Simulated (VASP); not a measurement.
A run of VASP 6.6.1:

INCAR

```
PREC = Accurate
ENCUT = 520
EDIFF = 1E-6
ISMEAR = -1
SIGMA = 0.02
LREAL = Auto
LASPH = T
NELM = 100
ALGO = Normal
ISIF = 2
LWAVE = F
LCHARG = T
GGA = PE
IVDW = 12
LELF = T
LVHAR = T
NBANDS = 56
```

The input KPOINTS:

```
Automatic mesh
0
Gamma
  2 2 1
```

POSCAR

```
HC18Cl
1.0
    7.3980000000      0.0000000000      0.0000000000
   -3.6990000000      6.4068560000      0.0000000000
    0.0000000000      0.0000000000     11.0000000000
C Cl H
18 1 1
Direct
   -0.0005136692     -0.0049359624      0.0889382727
    0.2195107794      0.1051910641      0.0890720909
   -0.0014904939      0.3263558600      0.0886806364
    0.2207854263      0.4374532532      0.0887165455
   -0.0028051557      0.6606930139      0.0889961818
    0.2218295661      0.7729535360      0.0891148182
    0.3318303502     -0.0070657121      0.0892393636
    0.5537965459      0.1039210184      0.0890880909
    0.3305942438      0.3273131158      0.0889792727
    0.5551695248      0.4396256136      0.0891318182
    0.3328561140      0.6619563480      0.0890003636
    0.5528374487      0.7718322372      0.0890939091
    0.6636821033     -0.0061662070      0.0889488182
    0.8883211750      0.1059635178      0.0886856364
    0.6660784296      0.3285521011      0.0889909091
    0.8860405622      0.4387164313      0.0887168182
    0.6651576846      0.6595884159      0.0891350000
    0.8871105995      0.7705534509      0.0890991818
    0.9949285297      0.2760936097      0.4131101818
    0.9900011112      0.2770338525      0.2952619091
```

Potentials or basis: VASP PAW PBE potentials, release 64 (C, Cl, H).

Launch:

```sh
$ cat potpaw_PBE.64/C/POTCAR potpaw_PBE.64/Cl/POTCAR potpaw_PBE.64/H/POTCAR > POTCAR
$ mpirun -np 1 vasp_std > vasp.out
```

Hardware: 1 thread of Intel(R) Xeon(R) 6975P-C (Granite Rapids) (shared host).

Problem. How long does it take, and how much memory?

Solution. Run time: 120 s on 1 thread of Intel(R) Xeon(R) 6975P-C (Granite Rapids) (shared host), peak memory 0.61 GiB. Counts: scf iterations 21, k points 4.
